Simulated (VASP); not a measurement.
Wanted: the native input for a VASP 6.6.1 run.

```yaml
Task: single point
Functional: PBE
Potentials_or_basis: VASP PAW PBE potentials, release 64 (Ga_d, P)
Cutoff: 520 eV
k_mesh: 8 × 8 × 8
Occupations: gaussian, width 0.01 eV
Spin: no spin polarisation
Dipole_correction: no
Further_INCAR_settings: ALGO = Normal; EDIFF = 1e-07; NBANDS = 16
```

The structure of GaP lies in POSCAR:

```
GaP
1.0
    0.0000000000      2.7414091630      2.7414091630
    2.7414091630      0.0000000000      2.7414091630
    2.7414091630      2.7414091630      0.0000000000
Ga P
1 1
Direct
    0.0000000000      0.0000000000      0.0000000000
    0.7500000000      0.7500000000      0.7500000000
```

The input as run:

INCAR

```
SYSTEM = GaP
ALGO = Normal ; EDIFF = 1E-7
ENCUT = 520 ; GGA = PE
ISIF = 2 ; ISMEAR = 0
LASPH = .TRUE. ; LCHARG = .FALSE.
LREAL = .FALSE. ; LWAVE = .FALSE.
NBANDS = 16 ; NELM = 100
PREC = Accurate ; SIGMA = 0.01
```

KPOINTS

```
k-points
0
G
  8 8 8
  0 0 0
```

Potentials or basis: VASP PAW PBE potentials, release 64 (Ga_d, P).

Launch:

```sh
$ cat potpaw_PBE.64/Ga_d/POTCAR potpaw_PBE.64/P/POTCAR > POTCAR
$ mpirun -np 1 vasp_std > vasp.out
```

It gave:

```json
{
  "Pressure": "1.0 GPa",
  "Band gap on the k mesh": "1.62 eV, indirect (least direct gap 1.68 eV)"
}
```

Wall time 19 s on 1 thread of Intel(R) Xeon(R) Platinum 8488C (Sapphire Rapids) (shared host), peak memory 0.16 GiB.
